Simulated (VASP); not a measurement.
# MnS (Fm-3m) in VASP: electric field gradients with r2SCAN

Aim: the electric field gradients of MnS with r2SCAN.

Program: VASP 6.6.1. These are calculated values, not measurements. Logs are shortened: lines on timing, memory, paths and dates and some standing lists are left out, and cuts for length are marked.

### 1 The cell of the first run

The structure is cubic, space group Fm-3m (No. 225). Conventional cell: a = 5.224 Å, b = 5.224 Å, c = 5.224 Å, α = 90.00°, β = 90.00°, γ = 90.00°. Within 3.4 Å of Mn (site symmetry m-3m) lie 6 S at 2.61 Å. Within 3.4 Å of S (site symmetry m-3m) lie 6 Mn at 2.61 Å.

### 2 Electric field gradients, r2SCAN, collinear spin, ferromagnetic start

The input, POSCAR:

```
MnS
1.0
    0.0000000000      2.6122500000      2.6122500000
    2.6122500000      0.0000000000      2.6122500000
    2.6122500000      2.6122500000      0.0000000000
Mn S
1 1
Direct
    0.0000000000      0.0000000000      0.0000000000
    0.5000000000      0.5000000000      0.5000000000
```

The input, INCAR.step1:

```
ALGO     = Normal         # electronic algorithm
EDIFF    = 1E-4           # SCF threshold, eV
ENCUT    = 520            # plane-wave cutoff, eV
GGA      = PE             # functional
ISMEAR   = -1             # smearing method
ISPIN    = 2              # spin polarisation
LASPH    = True           # aspherical terms in the spheres
LCHARG   = False          # write CHGCAR
LMAXMIX  = 4              # l up to which the mixer works
LREAL    = False          # projectors in reciprocal space
LWAVE    = True           # write WAVECAR
MAGMOM   = 4 0            # initial moments
NBANDS   = 20             # bands
NELM     = 150            # most SCF steps
PREC     = Accurate       # precision mode
SIGMA    = 0.03           # smearing width, eV
```

The input, INCAR.step2:

```
ALGO     = Normal         # electronic algorithm
EDIFF    = 1E-8           # SCF threshold, eV
ENCUT    = 520            # plane-wave cutoff, eV
ISIF     = 2              # what is computed and relaxed
ISMEAR   = -1             # smearing method
ISPIN    = 2              # spin polarisation
ISTART   = 1            
LASPH    = True           # aspherical terms in the spheres
LCHARG   = False          # write CHGCAR
LEFG     = True         
LMAXMIX  = 4              # l up to which the mixer works
LMIXTAU  = True         
LORBIT   = 11             # projections on sites
LREAL    = False          # projectors in reciprocal space
LWAVE    = False          # write WAVECAR
MAGMOM   = 4 0            # initial moments
METAGGA  = R2SCAN         # meta-GGA
NBANDS   = 20             # bands
NELM     = 150            # most SCF steps
PREC     = Accurate       # precision mode
SIGMA    = 0.03           # smearing width, eV
```

The input, KPOINTS:

```
k-points
0
Gamma
  14 14 14
```

Potentials or basis: VASP PAW PBE potentials, release 64 (Mn_pv, S).

Command:

```sh
$ cat potpaw_PBE.64/Mn_pv/POTCAR potpaw_PBE.64/S/POTCAR > POTCAR
$ cp INCAR.step1 INCAR
$ mpirun -np 1 vasp_std > vasp.out
$ cp INCAR.step2 INCAR
$ mpirun -np 1 vasp_std > vasp.out
```

OUTCAR:

```text
EDIFF = 1E-8
   ENCUT = 520
   ISIF = 2
   ISMEAR = -1
   ISPIN = 2
   ISTART = 1
   LASPH = True
   LORBIT = 11
   LREAL = False
   METAGGA = R2SCAN
   NELM = 150
   PREC = Accurate

 ion  position               nearest neighbor table
   1  0.000  0.000  0.000-   2 2.61   2 2.61   2 2.61   2 2.61   2 2.61   2 2.61
   2  0.500  0.500  0.500-   1 2.61   1 2.61   1 2.61   1 2.61   1 2.61   1 2.61

  LATTYP: Found a face centered cubic cell.
 ALAT       =     5.2245000000

  Lattice vectors:

 A1 = (   0.0000000000,   2.6122500000,   2.6122500000)
 A2 = (   2.6122500000,   0.0000000000,   2.6122500000)
 A3 = (   2.6122500000,   2.6122500000,   0.0000000000)

Analysis of symmetry for initial positions (statically):
=====================================================================
 Subroutine PRICEL returns:
 Original cell was already a primitive cell.

 Routine SETGRP: Setting up the symmetry group for a
 face centered cubic supercell.

 Subroutine GETGRP returns: Found 48 space group operations
 (whereof 48 operations were pure point group operations)
 out of a pool of 48 trial point group operations.

The static configuration has the point symmetry O_h .

Analysis of symmetry for dynamics (positions and initial velocities):
=====================================================================
 Subroutine PRICEL returns:
 Original cell was already a primitive cell.

 Routine SETGRP: Setting up the symmetry group for a
 face centered cubic supercell.

 Subroutine GETGRP returns: Found 48 space group operations
 (whereof 48 operations were pure point group operations)
 out of a pool of 48 trial point group operations.

The dynamic configuration has the point symmetry O_h .

Analysis of structural, dynamic, and magnetic symmetry:
=====================================================================
 Subroutine PRICEL returns:
 Original cell was already a primitive cell.

 Routine SETGRP: Setting up the symmetry group for a
 face centered cubic supercell.

 Subroutine GETGRP returns: Found 48 space group operations
 (whereof 48 operations were pure point group operations)
 out of a pool of 48 trial point group operations.

The overall configuration has the point symmetry O_h .

 Subroutine INISYM returns: Found 48 space group operations
 (whereof 48 operations are pure point group operations),
 and found     1 'primitive' translations

----------------------------------------------------------------------------------------

                                     Primitive cell

  volume of cell :      35.6512

  direct lattice vectors                    reciprocal lattice vectors
     0.000000000  2.612250000  2.612250000    -0.191405876  0.191405876  0.191405876
     2.612250000  0.000000000  2.612250000     0.191405876 -0.191405876  0.191405876
     2.612250000  2.612250000  0.000000000     0.191405876  0.191405876 -0.191405876

  length of vectors
     3.694279378  3.694279378  3.694279378     0.331524702  0.331524702  0.331524702

  position of ions in fractional coordinates (direct lattice)
     0.000000000  0.000000000  0.000000000
     0.500000000  0.500000000  0.500000000

  ion indices of the primitive-cell ions
   primitive index   ion index
                 1           1
                 2           2

----------------------------------------------------------------------------------------

 KPOINTS: k-points

Automatic generation of k-mesh.
 Grid dimensions read from file:
 generate k-points for:   14   14   14

 Generating k-lattice:

  Cartesian coordinates                     Fractional coordinates (reciprocal lattice)
    -0.013671848  0.013671848  0.013671848     0.071428571  0.000000000  0.000000000
     0.013671848 -0.013671848  0.013671848     0.000000000  0.071428571  0.000000000
     0.013671848  0.013671848 -0.013671848     0.000000000  0.000000000  0.071428571

  Length of vectors
     0.023680336  0.023680336  0.023680336

  Shift w.r.t. Gamma in fractional coordinates (k-lattice)
     0.000000000  0.000000000  0.000000000

 Subroutine IBZKPT returns following result:
 ===========================================

 Found    104 irreducible k-points:

 Following reciprocal coordinates:
            Coordinates               Weight
  0.000000  0.000000  0.000000      1.000000
  0.071429  0.000000  0.000000      8.000000
  0.142857  0.000000  0.000000      8.000000
  0.214286  0.000000  0.000000      8.000000
  0.285714  0.000000  0.000000      8.000000
  0.357143  0.000000  0.000000      8.000000
[... 16 lines left out ...]
  0.214286  0.142857  0.000000     24.000000
  0.285714  0.142857  0.000000     24.000000
 [... further k-points ...]
   k-points           NKPTS =    104   k-points in BZ     NKDIM =    104   number of bands    NBANDS=     20
   number of dos      NEDOS =    301   number of ions     NIONS =      2
   total plane-waves  NPLWV =  21952
   dimension x,y,z NGX =    28 NGY =   28 NGZ =   28
   dimension x,y,z NGXF=    56 NGYF=   56 NGZF=   56
   ions per type =               1   1
   NGX,Y,Z   is equivalent  to a cutoff of  12.60, 12.60, 12.60 a.u.
   NGXF,Y,Z  is equivalent  to a cutoff of  25.20, 25.20, 25.20 a.u.
 SYSTEM =  unknown system
   PREC   = accura    normal or accurate (medium, high low for compatibility)
   ISTART =      1    job   : 0-new  1-cont  2-samecut
   ICHARG =      0    charge: 1-file 2-atom 10-const
   ISPIN  =      2    spin polarized calculation?
   LNONCOLLINEAR =      F non collinear calculations
   LSORBIT =      F    spin-orbit coupling
   LASPH  =      T    aspherical Exc in radial PAW
   ENCUT  =  520.0 eV  38.22 Ry    6.18 a.u.   6.87  6.87  6.87*2*pi/ulx,y,z
   NELM   =    150;   NELMIN=  2; NELMDL=  0     # of ELM steps
   EDIFF  = 0.1E-07   stopping-criterion for ELM
   LREAL  =      F    real-space projection
   EDIFFG = 0.1E-06   stopping-criterion for IOM
   NSW    =      0    number of steps for IOM
   IBRION =     -1    ionic relax: 0-MD 1-quasi-New 2-CG
   NFREE  =      0    steps in history (QN), initial steepest desc. (CG)
   ISIF   =      2    stress and relaxation
   ISYM   =      2    0-nonsym 1-usesym 2-fastsym
   POTIM  = 0.5000    time-step for ionic-motion
   TEBEG  =    0.0;   TEEND  =   0.0 temperature during run
   PSTRESS=    0.0 pullay stress
   NELECT =      19.0000    total number of electrons
   NUPDOWN=      -1.0000    fix difference up-down
   EMIN   =  10.00;   EMAX   =-10.00  energy-range for DOS
   EFERMI =   0.00;   METHOD = LEGACY
   ISMEAR =    -1;   SIGMA  =   0.03  broadening in eV -4-tet -1-fermi 0-gaus
   EFERMI_NEDOS =   21; number of points for ismear=-14 and -15
   IALGO  =     38    algorithm
   IMIX   =      4    mixing-type and parameters
     AMIX     =   0.40;   BMIX     =  1.00
     AMIX_MAG =   1.60;   BMIX_MAG =  1.00
  volume/ion in A,a.u.               =      17.83       120.29
  Fermi-wavevector in a.u.,A,eV,Ry     =   1.327297  2.508227 23.969603  1.761716
  Thomas-Fermi vector in A             =   2.456619
   LORBIT       =     11    0 simple, 1 ext, 2 COOP (PROOUT), +10 PAW based schemes
   METAGGA = R2SCAN    functional components
   LHFCALC =     F    Hartree Fock is set to
   AEXX    =    0.0000 exact exchange contribution
   IVDW    =     0    specifies the selected vdW correction
   LEPSILON=     F    determine dielectric tensor
   LRPA    =     F    only Hartree local field effects (RPA)
 spin polarized calculation
  energy-cutoff  :      520.00
  volume of cell :       35.65
 maximum number of plane-waves:       982
   NGX = 13   NGY = 13   NGZ = 13

 number of electron      18.9999987 magnetization       4.9904875

 Free energy of the ion-electron system (eV)
  ---------------------------------------------------
  ext. energy  EPLUGINS =         0.00000000
  ---------------------------------------------------
  free energy    TOTEN  =       -24.87588442 eV

  energy without entropy =      -24.87532096  energy(sigma->0) =      -24.87560269

 E-fermi :   6.5450     XC(G=0): -11.1667

 val. band max:        6.5402898897   @ k =   0.5000   0.0000   0.0000
 cond. band min:       6.5917855599   @ k =   0.5000   0.4286   0.0000
 fundamental gap:      0.0514956702
 Fermi energy:         6.5449969445

 spin component 1

 k-point     1 :       0.0000    0.0000    0.0000
  band No.  band energies     occupation
      1     -46.7319      1.00000
      2     -46.7319      1.00000
      3     -46.7318      1.00000
      4      -8.6376      1.00000
      5       2.4907      1.00000
      6       2.4907      1.00000
[... 541 lines left out ...]
     19      20.0183      0.00000
     20      23.1691      0.00000

 [... further k-points ...]

 spin component 2

 k-point     1 :       0.0000    0.0000    0.0000
  band No.  band energies     occupation
      1     -40.4641      1.00000
      2     -40.4641      1.00000
      3     -40.4639      1.00000
      4      -8.2803      1.00000
      5       4.8419      1.00000
      6       4.8419      1.00000
[... 541 lines left out ...]
     19      21.6429      0.00000
     20      24.1945      0.00000

 [... further k-points ...]
[... 5 lines left out ...]
  --------------------------------------------------------------------------------------
  -------------------------------------------------------------------------------------
  Total       -0.0321804     -0.0321804     -0.0321804      0.0000000     -0.0000000     -0.0000000
  in kB       -1.4461981     -1.4461981     -1.4461981      0.0000000     -0.0000000     -0.0000000
  external PRESSURE =      -1.4461981 kB  Pullay stress =       0.0000000 kB

 VOLUME and BASIS-vectors are now :
 -----------------------------------------------------------------------------
  energy-cutoff  :      520.00
  volume of cell :       35.65
      direct lattice vectors                 reciprocal lattice vectors
     0.000000000  2.612250000  2.612250000    -0.191405876  0.191405876  0.191405876
     2.612250000  0.000000000  2.612250000     0.191405876 -0.191405876  0.191405876
     2.612250000  2.612250000  0.000000000     0.191405876  0.191405876 -0.191405876

 POSITION                                       TOTAL-FORCE (eV/Angst)
 -----------------------------------------------------------------------------------
      0.00000      0.00000      0.00000         0.000000      0.000000     -0.000000
      2.61225      2.61225      2.61225        -0.000000     -0.000000      0.000000
 -----------------------------------------------------------------------------------
    total drift:                               -0.000000      0.000000      0.000000

  FREE ENERGIE OF THE ION-ELECTRON SYSTEM (eV)
  ---------------------------------------------------
  free  energy   TOTEN  =       -24.8758844160 eV

  energy  without entropy=      -24.8753209621  energy(sigma->0) =      -24.87560269

 Electric field gradients (V/A^2)
---------------------------------------------------------------------
 ion       V_xx      V_yy      V_zz      V_xy      V_xz      V_yz
---------------------------------------------------------------------
   1       0.000    -0.000    -0.000     0.004     0.004     0.004
   2      -0.000     0.000     0.000    -0.000    -0.000    -0.000
---------------------------------------------------------------------

 Electric field gradients after diagonalization (V/A^2)
 (convention: |V_zz| > |V_xx| > |V_yy|)
----------------------------------------------------------------------
 ion       V_xx      V_yy      V_zz     asymmetry (V_yy - V_xx)/ V_zz
----------------------------------------------------------------------
   1      -0.004    -0.004     0.008       0.000
   2       0.000     0.000    -0.001       0.000
----------------------------------------------------------------------

           NMR quadrupolar parameters

 Cq : quadrupolar parameter    Cq=e*Q*V_zz/h
 eta: asymmetry parameters     (V_yy - V_xx)/ V_zz
 Q  : nuclear electric quadrupole moment in mb (millibarn)
----------------------------------------------------------------------
 ion       Cq(MHz)       eta       Q (mb)
----------------------------------------------------------------------
   1       0.000       0.000       1.000
   2      -0.000       0.000       1.000
----------------------------------------------------------------------

 total charge

# of ion       s       p       d       tot
------------------------------------------
    1        0.218   6.158   4.894  11.270
    2        1.310   2.477   0.000   3.786
--------------------------------------------------
tot          1.527   8.635   4.894  15.057

 magnetization (x)

# of ion       s       p       d       tot
------------------------------------------
    1        0.051   0.037   4.417   4.505
    2        0.029   0.108   0.000   0.138
--------------------------------------------------
tot          0.080   0.145   4.417   4.642
```

Run time: 6.6 min. Hardware: 1 thread of Intel Xeon Platinum 8488C (Sapphire Rapids), shared host; peak memory 0.26 GiB.

Results:

- Free energy: -24.8759 eV
- Pressure: -0.1 GPa
- Band gap on the k mesh: zero (filled and empty bands overlap)
- Net moment: 4.99 μB per cell
- Site moments: Mn +4.50; S +0.14 μB
- Largest electric field gradient by atom: under 0.05 V/Å² on every atom
- Valence electrons inside the program's atomic spheres: Mn 11.27; S 3.79

Caveat: the PAW data sets were made with another functional, which shifts forces and pressure a little; a cell with one magnetic atom can't hold antiferromagnetic order, which such compounds often take; semilocal functionals often make such compounds metallic where correlation or magnetic order opens a gap, which also shifts bond lengths. With open d or f shells a metallic result of r2SCAN can be an artefact of self-interaction; +U or a hybrid may open a gap.

The gap in the log of VASP goes by the Fermi energy; the results here count the filled bands.